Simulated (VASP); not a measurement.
# BaO (l) (Fm-3m) in VASP: a series of runs

Runs on BaO (l). Level: LDA. Tasks: single point.

Program: VASP 6.6.1. These are calculated values, not measurements. Logs are shortened: lines on timing, memory, paths and dates and some standing lists are left out, and cuts for length are marked.

## Step 1: The cell of the first run

Symmetry: Fm-3m, No. 225, cubic system. The conventional cell has a = 5.434 Å, b = 5.434 Å, c = 5.434 Å, α = 90.00°, β = 90.00°, γ = 90.00°. Ba (site symmetry m-3m) has 6 O at 2.72 Å within 3.6 Å. Within 3.6 Å of O (site symmetry m-3m) lie 6 Ba at 2.72 Å.

## Step 2: Single point, LDA

The input, INCAR:

```
SYSTEM = BaO
PREC = Accurate
ENCUT = 600
EDIFF = 1E-6
ISMEAR = 0
SIGMA = 0.02
LREAL = .False.
LASPH = .True.
NELM = 120
ALGO = Normal
ISIF = 2
LWAVE = .False.
LCHARG = .True.
LELF = .True.
LVHAR = .True.
NBANDS = 15
GGA_COMPAT = .False.
```

The input, KPOINTS:

```
regular mesh
0
Gamma
  8 8 8
  0 0 0
```

The input, POSCAR:

```
BaO
1.0
    0.0000000000      2.7169876986      2.7169876986
    2.7169876986      0.0000000000      2.7169876986
    2.7169876986      2.7169876986      0.0000000000
Ba O
1 1
Direct
    0.0000000000      0.0000000000      0.0000000000
    0.5000000000      0.5000000000      0.5000000000
```

Potentials or basis: VASP PAW LDA potentials, release 64 (Ba_sv, O).

On the command line:

```bash
> cat potpaw_LDA.64/Ba_sv/POTCAR potpaw_LDA.64/O/POTCAR > POTCAR
> mpirun -np 1 vasp_std > vasp.out
```

OUTCAR:

```text
SYSTEM = BaO
   PREC = Accurate
   ENCUT = 600
   EDIFF = 1E-6
   ISMEAR = 0
   LREAL = .False.
   LASPH = .True.
   NELM = 120
   ISIF = 2

 ion  position               nearest neighbor table
   1  0.000  0.000  0.000-   2 2.72   2 2.72   2 2.72   2 2.72   2 2.72   2 2.72
   2  0.500  0.500  0.500-   1 2.72   1 2.72   1 2.72   1 2.72   1 2.72   1 2.72

  LATTYP: Found a face centered cubic cell.
 ALAT       =     5.4339753972

  Lattice vectors:

 A1 = (   0.0000000000,   2.7169876986,   2.7169876986)
 A2 = (   2.7169876986,   0.0000000000,   2.7169876986)
 A3 = (   2.7169876986,   2.7169876986,   0.0000000000)

Analysis of symmetry for initial positions (statically):
=====================================================================
 Subroutine PRICEL returns:
 Original cell was already a primitive cell.

 Routine SETGRP: Setting up the symmetry group for a
 face centered cubic supercell.

 Subroutine GETGRP returns: Found 48 space group operations
 (whereof 48 operations were pure point group operations)
 out of a pool of 48 trial point group operations.

The static configuration has the point symmetry O_h .

Analysis of symmetry for dynamics (positions and initial velocities):
=====================================================================
 Subroutine PRICEL returns:
 Original cell was already a primitive cell.

 Routine SETGRP: Setting up the symmetry group for a
 face centered cubic supercell.

 Subroutine GETGRP returns: Found 48 space group operations
 (whereof 48 operations were pure point group operations)
 out of a pool of 48 trial point group operations.

The dynamic configuration has the point symmetry O_h .

 Subroutine INISYM returns: Found 48 space group operations
 (whereof 48 operations are pure point group operations),
 and found     1 'primitive' translations

----------------------------------------------------------------------------------------

                                     Primitive cell

  volume of cell :      40.1137

  direct lattice vectors                    reciprocal lattice vectors
     0.000000000  2.716987699  2.716987699    -0.184027333  0.184027333  0.184027333
     2.716987699  0.000000000  2.716987699     0.184027333 -0.184027333  0.184027333
     2.716987699  2.716987699  0.000000000     0.184027333  0.184027333 -0.184027333

  length of vectors
     3.842400852  3.842400852  3.842400852     0.318744691  0.318744691  0.318744691

  position of ions in fractional coordinates (direct lattice)
     0.000000000  0.000000000  0.000000000
     0.500000000  0.500000000  0.500000000

  ion indices of the primitive-cell ions
   primitive index   ion index
                 1           1
                 2           2

----------------------------------------------------------------------------------------

 KPOINTS: regular mesh

Automatic generation of k-mesh.
 Grid dimensions read from file:
 generate k-points for:    8    8    8

 Generating k-lattice:

  Cartesian coordinates                     Fractional coordinates (reciprocal lattice)
    -0.023003417  0.023003417  0.023003417     0.125000000  0.000000000  0.000000000
     0.023003417 -0.023003417  0.023003417     0.000000000  0.125000000  0.000000000
     0.023003417  0.023003417 -0.023003417     0.000000000  0.000000000  0.125000000

  Length of vectors
     0.039843086  0.039843086  0.039843086

  Shift w.r.t. Gamma in fractional coordinates (k-lattice)
     0.000000000  0.000000000  0.000000000

 Subroutine IBZKPT returns following result:
 ===========================================

 Found     29 irreducible k-points:

 Following reciprocal coordinates:
            Coordinates               Weight
  0.000000  0.000000  0.000000      1.000000
  0.125000  0.000000  0.000000      8.000000
  0.250000  0.000000  0.000000      8.000000
  0.375000  0.000000  0.000000      8.000000
  0.500000  0.000000  0.000000      4.000000
  0.125000  0.125000  0.000000      6.000000
[... 16 lines left out ...]
  0.500000  0.250000  0.125000     48.000000
 -0.375000  0.250000  0.125000     24.000000
 [... further k-points ...]
   k-points           NKPTS =     29   k-points in BZ     NKDIM =     29   number of bands    NBANDS=     15
   number of dos      NEDOS =    301   number of ions     NIONS =      2
   total plane-waves  NPLWV =  32768
   dimension x,y,z NGX =    32 NGY =   32 NGZ =   32
   dimension x,y,z NGXF=    64 NGYF=   64 NGZF=   64
   ions per type =               1   1
   NGX,Y,Z   is equivalent  to a cutoff of  13.85, 13.85, 13.85 a.u.
   NGXF,Y,Z  is equivalent  to a cutoff of  27.69, 27.69, 27.69 a.u.
 SYSTEM =  BaO
   PREC   = accura    normal or accurate (medium, high low for compatibility)
   ISTART =      0    job   : 0-new  1-cont  2-samecut
   ICHARG =      2    charge: 1-file 2-atom 10-const
   ISPIN  =      1    spin polarized calculation?
   LNONCOLLINEAR =      F non collinear calculations
   LSORBIT =      F    spin-orbit coupling
   LASPH  =      T    aspherical Exc in radial PAW
   ENCUT  =  600.0 eV  44.10 Ry    6.64 a.u.   7.67  7.67  7.67*2*pi/ulx,y,z
   NELM   =    120;   NELMIN=  2; NELMDL= -5     # of ELM steps
   EDIFF  = 0.1E-05   stopping-criterion for ELM
   LREAL  =      F    real-space projection
   EDIFFG = 0.1E-04   stopping-criterion for IOM
   NSW    =      0    number of steps for IOM
   IBRION =     -1    ionic relax: 0-MD 1-quasi-New 2-CG
   NFREE  =      0    steps in history (QN), initial steepest desc. (CG)
   ISIF   =      2    stress and relaxation
   ISYM   =      2    0-nonsym 1-usesym 2-fastsym
   POTIM  = 0.5000    time-step for ionic-motion
   TEBEG  =    0.0;   TEEND  =   0.0 temperature during run
   PSTRESS=    0.0 pullay stress
   NELECT =      16.0000    total number of electrons
   NUPDOWN=      -1.0000    fix difference up-down
   EMIN   =  10.00;   EMAX   =-10.00  energy-range for DOS
   EFERMI =   0.00;   METHOD = LEGACY
   ISMEAR =     0;   SIGMA  =   0.02  broadening in eV -4-tet -1-fermi 0-gaus
   EFERMI_NEDOS =   21; number of points for ismear=-14 and -15
   IALGO  =     38    algorithm
   IMIX   =      4    mixing-type and parameters
     AMIX     =   0.40;   BMIX     =  1.00
     AMIX_MAG =   1.60;   BMIX_MAG =  1.00
  volume/ion in A,a.u.               =      20.06       135.35
  Fermi-wavevector in a.u.,A,eV,Ry     =   1.205084  2.277278 19.758739  1.452226
  Thomas-Fermi vector in A             =   2.340790
   LORBIT       =      0    0 simple, 1 ext, 2 COOP (PROOUT), +10 PAW based schemes
   GGA     = CA    functional components
   LHFCALC =     F    Hartree Fock is set to
   AEXX    =    0.0000 exact exchange contribution
   IVDW    =     0    specifies the selected vdW correction
   LEPSILON=     F    determine dielectric tensor
   LRPA    =     F    only Hartree local field effects (RPA)
 non-spin polarized calculation
 Gauss-broadening in eV      SIGMA  =   0.02
  energy-cutoff  :      600.00
  volume of cell :       40.11
 maximum number of plane-waves:      1363
   NGX = 15   NGY = 15   NGZ = 15

 number of electron      15.9999998 magnetization

 Free energy of the ion-electron system (eV)
  ---------------------------------------------------
  ext. energy  EPLUGINS =         0.00000000
  ---------------------------------------------------
  free energy    TOTEN  =       -13.10497457 eV

  energy without entropy =      -13.10497457  energy(sigma->0) =      -13.10497457

 E-fermi :   2.0617     XC(G=0): -10.3316

 val. band max:        1.9689673421   @ k =   0.5000   0.5000   0.0000
 cond. band min:       3.5665639691   @ k =   0.5000   0.5000   0.0000
 fundamental gap:      1.5975966270
 Fermi energy:         2.0616948868

 k-point     1 :       0.0000    0.0000    0.0000
  band No.  band energies     occupation
      1     -23.8228      2.00000
      2     -12.9099      2.00000
      3      -8.2092      2.00000
      4      -8.2092      2.00000
      5      -8.2092      2.00000
      6       1.4401      2.00000
      7       1.4401      2.00000
      8       1.4401      2.00000
      9       5.5286      0.00000
     10       6.5116      0.00000
     11       6.5116      0.00000
     12       6.5116      0.00000
     13       8.9762      0.00000
     14       8.9762      0.00000
     15      11.6549      0.00000

 k-point     2 :       0.1250    0.0000    0.0000
  band No.  band energies     occupation
      1     -23.7758      2.00000
      2     -13.0500      2.00000
      3      -8.2420      2.00000
      4      -8.2302      2.00000
      5      -8.2302      2.00000
      6       1.0742      2.00000
      7       1.2128      2.00000
      8       1.2128      2.00000
      9       6.1688      0.00000
     10       6.4074      0.00000
     11       6.8258      0.00000
     12       6.8258      0.00000
     13       9.4206      0.00000
     14       9.4206      0.00000
     15      12.7039      0.00000

 k-point     3 :       0.2500    0.0000    0.0000
  band No.  band energies     occupation
      1     -23.6587      2.00000
      2     -13.3878      2.00000
      3      -8.3152      2.00000
      4      -8.2793      2.00000
      5      -8.2793      2.00000
      6       0.3910      2.00000
      7       0.7328      2.00000
      8       0.7328      2.00000
      9       6.2788      0.00000
     10       7.6805      0.00000
     11       7.6805      0.00000
     12       7.8662      0.00000
     13      10.5125      0.00000
     14      10.5125      0.00000
     15      14.9824      0.00000
[... 343 lines left out ...]
 k-point    23 :       0.5000    0.2500    0.1250
  band No.  band energies     occupation
      1     -23.4769      2.00000
      2     -13.5947      2.00000
      3      -8.9567      2.00000
      4      -8.7724      2.00000
      5      -8.3292      2.00000
      6       0.2599      2.00000
      7       0.5429      2.00000
      8       1.2671      2.00000
      9       5.9119      0.00000
     10       7.9763      0.00000
     11       9.4997      0.00000
     12       9.6457      0.00000
     13      11.8030      0.00000
     14      13.3062      0.00000
     15      14.9569      0.00000

 k-point    24 :      -0.3750    0.2500    0.1250
  band No.  band energies     occupation
      1     -23.4356      2.00000
      2     -13.6601      2.00000
      3      -8.9813      2.00000
      4      -8.9531      2.00000
      5      -8.3137      2.00000
      6       0.1305      2.00000
      7       0.8596      2.00000
      8       0.9177      2.00000
      9       6.7175      0.00000
     10       7.3493      0.00000
     11       9.9951      0.00000
     12      10.1095      0.00000
     13      12.4295      0.00000
     14      14.0148      0.00000
     15      14.3705      0.00000

 [... further k-points ...]
[... 5 lines left out ...]
  --------------------------------------------------------------------------------------
  -------------------------------------------------------------------------------------
  Total        0.5491043      0.5491043      0.5491043      0.0000000     -0.0000000      0.0000000
  in kB       21.9317057     21.9317057     21.9317057      0.0000000     -0.0000000      0.0000000
  external PRESSURE =      21.9317057 kB  Pullay stress =       0.0000000 kB

 VOLUME and BASIS-vectors are now :
 -----------------------------------------------------------------------------
  energy-cutoff  :      600.00
  volume of cell :       40.11
      direct lattice vectors                 reciprocal lattice vectors
     0.000000000  2.716987699  2.716987699    -0.184027333  0.184027333  0.184027333
     2.716987699  0.000000000  2.716987699     0.184027333 -0.184027333  0.184027333
     2.716987699  2.716987699  0.000000000     0.184027333  0.184027333 -0.184027333

 POSITION                                       TOTAL-FORCE (eV/Angst)
 -----------------------------------------------------------------------------------
      0.00000      0.00000      0.00000        -0.000000      0.000000      0.000000
      2.71699      2.71699      2.71699         0.000000     -0.000000     -0.000000
 -----------------------------------------------------------------------------------
    total drift:                                0.000000     -0.000000      0.000000

  FREE ENERGIE OF THE ION-ELECTRON SYSTEM (eV)
  ---------------------------------------------------
  free  energy   TOTEN  =       -13.1049745671 eV

  energy  without entropy=      -13.1049745671  energy(sigma->0) =      -13.10497457
```

It took 29 s on 1 thread of Intel Xeon 8259CL, shared host; peak memory 0.16 GiB.

Results:

```
Free energy            : -13.1050 eV
Pressure               : 2.2 GPa
Band gap on the k mesh : 1.60 eV, direct
```

Levels at points of the mesh, in eV from the valence-band top:
| k point | band 5 | band 6 | band 7 | band 8 | band 9 | band 10 | band 11 | band 12 |
| --- | --- | --- | --- | --- | --- | --- | --- | --- |
| (0.00, 0.00, 0.00) | -10.18 | -0.53 | -0.53 | -0.53 | 3.56 | 4.54 | 4.54 | 4.54 |
| (0.50, 0.00, 0.00) | -10.31 | -2.33 | -1.80 | -1.80 | 4.86 | 7.28 | 7.28 | 8.25 |
| (0.50, 0.50, 0.00) | -10.90 | -0.26 | -0.26 | 0.00 | 1.60 | 6.16 | 9.16 | 9.50 |

Caveat: spin-orbit coupling is left out, which moves the levels of the heavy elements.

## Step 3: Single point, LDA

The input, INCAR:

```
SYSTEM = BaO
  PREC = Accurate
  ENCUT = 600
  EDIFF = 1E-6
  ISMEAR = 0
  SIGMA = 0.02
  LREAL = .FALSE.
  LASPH = .TRUE.
  NELM = 120
  ALGO = Normal
  ISIF = 2
  LWAVE = .FALSE.
  LCHARG = .FALSE.
  NBANDS = 15
  GGA_COMPAT = .FALSE.
```

The input, KPOINTS:

```
Automatic mesh
0
G
  10 10 10
  0 0 0
```

POSCAR is that of step 2.

Potentials or basis: VASP PAW LDA potentials, release 64 (Ba_sv, O).

On the command line:

```bash
> cat potpaw_LDA.64/Ba_sv/POTCAR potpaw_LDA.64/O/POTCAR > POTCAR
> mpirun -np 1 vasp_std > vasp.out
```

OUTCAR:

```text
SYSTEM = BaO
   PREC = Accurate
   ENCUT = 600
   EDIFF = 1E-6
   ISMEAR = 0
   LREAL = .FALSE.
   LASPH = .TRUE.
   NELM = 120
   ISIF = 2

 ion  position               nearest neighbor table
   1  0.000  0.000  0.000-   2 2.72   2 2.72   2 2.72   2 2.72   2 2.72   2 2.72
   2  0.500  0.500  0.500-   1 2.72   1 2.72   1 2.72   1 2.72   1 2.72   1 2.72

  LATTYP: Found a face centered cubic cell.
 ALAT       =     5.4339753972

  Lattice vectors:

 A1 = (   0.0000000000,   2.7169876986,   2.7169876986)
 A2 = (   2.7169876986,   0.0000000000,   2.7169876986)
 A3 = (   2.7169876986,   2.7169876986,   0.0000000000)

Analysis of symmetry for initial positions (statically):
=====================================================================
 Subroutine PRICEL returns:
 Original cell was already a primitive cell.

 Routine SETGRP: Setting up the symmetry group for a
 face centered cubic supercell.

 Subroutine GETGRP returns: Found 48 space group operations
 (whereof 48 operations were pure point group operations)
 out of a pool of 48 trial point group operations.

The static configuration has the point symmetry O_h .

Analysis of symmetry for dynamics (positions and initial velocities):
=====================================================================
 Subroutine PRICEL returns:
 Original cell was already a primitive cell.

 Routine SETGRP: Setting up the symmetry group for a
 face centered cubic supercell.

 Subroutine GETGRP returns: Found 48 space group operations
 (whereof 48 operations were pure point group operations)
 out of a pool of 48 trial point group operations.

The dynamic configuration has the point symmetry O_h .

 Subroutine INISYM returns: Found 48 space group operations
 (whereof 48 operations are pure point group operations),
 and found     1 'primitive' translations

----------------------------------------------------------------------------------------

                                     Primitive cell

  volume of cell :      40.1137

  direct lattice vectors                    reciprocal lattice vectors
     0.000000000  2.716987699  2.716987699    -0.184027333  0.184027333  0.184027333
     2.716987699  0.000000000  2.716987699     0.184027333 -0.184027333  0.184027333
     2.716987699  2.716987699  0.000000000     0.184027333  0.184027333 -0.184027333
[... 114 lines left out ...]
   LRPA    =     F    only Hartree local field effects (RPA)
 non-spin polarized calculation
 Gauss-broadening in eV      SIGMA  =   0.02
  energy-cutoff  :      600.00
  volume of cell :       40.11
 maximum number of plane-waves:      1363
   NGX = 15   NGY = 15   NGZ = 15

 number of electron      15.9999998 magnetization

 Free energy of the ion-electron system (eV)
  ---------------------------------------------------
  ext. energy  EPLUGINS =         0.00000000
  ---------------------------------------------------
  free energy    TOTEN  =       -13.10496799 eV

  energy without entropy =      -13.10496799  energy(sigma->0) =      -13.10496799

 E-fermi :   2.0929     XC(G=0): -10.3316

 val. band max:        1.9689371672   @ k =   0.5000   0.5000   0.0000
 cond. band min:       3.5665659868   @ k =   0.5000   0.5000   0.0000
 fundamental gap:      1.5976288197
 Fermi energy:         2.0928944404

 k-point     1 :       0.0000    0.0000    0.0000
  band No.  band energies     occupation
      1     -23.8228      2.00000
      2     -12.9100      2.00000
      3      -8.2092      2.00000
      4      -8.2092      2.00000
      5      -8.2092      2.00000
      6       1.4401      2.00000
      7       1.4401      2.00000
      8       1.4401      2.00000
      9       5.5286      0.00000
     10       6.5116      0.00000
     11       6.5116      0.00000
     12       6.5116      0.00000
     13       8.9762      0.00000
     14       8.9762      0.00000
[... 401 lines left out ...]
      2     -13.3515      2.00000
      3      -9.2432      2.00000
      4      -8.7628      2.00000
      5      -8.7588      2.00000
      6       1.0048      2.00000
      7       1.3962      2.00000
      8       1.4550      2.00000
      9       4.2348      0.00000
     10       8.1972      0.00000
     11      10.0131      0.00000
     12      10.3094      0.00000
     13      11.0459      0.00000
     14      11.8604      0.00000
     15      16.7714      0.00000

 [... further k-points ...]
[... 5 lines left out ...]
  --------------------------------------------------------------------------------------
  -------------------------------------------------------------------------------------
  Total        0.5490080      0.5490080      0.5490080     -0.0000000      0.0000000      0.0000000
  in kB       21.9278577     21.9278577     21.9278577     -0.0000000      0.0000000      0.0000000
  external PRESSURE =      21.9278577 kB  Pullay stress =       0.0000000 kB

 VOLUME and BASIS-vectors are now :
 -----------------------------------------------------------------------------
  energy-cutoff  :      600.00
  volume of cell :       40.11
      direct lattice vectors                 reciprocal lattice vectors
     0.000000000  2.716987699  2.716987699    -0.184027333  0.184027333  0.184027333
     2.716987699  0.000000000  2.716987699     0.184027333 -0.184027333  0.184027333
     2.716987699  2.716987699  0.000000000     0.184027333  0.184027333 -0.184027333

 POSITION                                       TOTAL-FORCE (eV/Angst)
 -----------------------------------------------------------------------------------
      0.00000      0.00000      0.00000        -0.000000      0.000000      0.000000
      2.71699      2.71699      2.71699         0.000000     -0.000000     -0.000000
 -----------------------------------------------------------------------------------
    total drift:                                0.000000     -0.000000      0.000000

  FREE ENERGIE OF THE ION-ELECTRON SYSTEM (eV)
  ---------------------------------------------------
  free  energy   TOTEN  =       -13.1049679877 eV

  energy  without entropy=      -13.1049679877  energy(sigma->0) =      -13.10496799
```

stdout:

```text
POSCAR found type information on POSCAR BaO
 POSCAR found :  2 types and       2 ions
 scaLAPACK will be used
 LDA part: xc-table for (Slater(with rela. corr.)+CA(PZ))
 , standard interpolation
 POSCAR, INCAR and KPOINTS ok, starting setup
 FFT: planning ... GRIDC
 FFT: planning ... GRID_SOFT
 FFT: planning ... GRID
 WAVECAR not read
 entering main loop
```

Wall time 38 s (1 thread of Intel Xeon 8259CL, shared host); peak memory 0.18 GiB.

What came out:

* Free energy: -13.1050 eV
* Pressure: 2.2 GPa
* Band gap on the k mesh: 1.60 eV, direct

Caveat: spin-orbit coupling is left out, which moves the levels of the heavy elements.
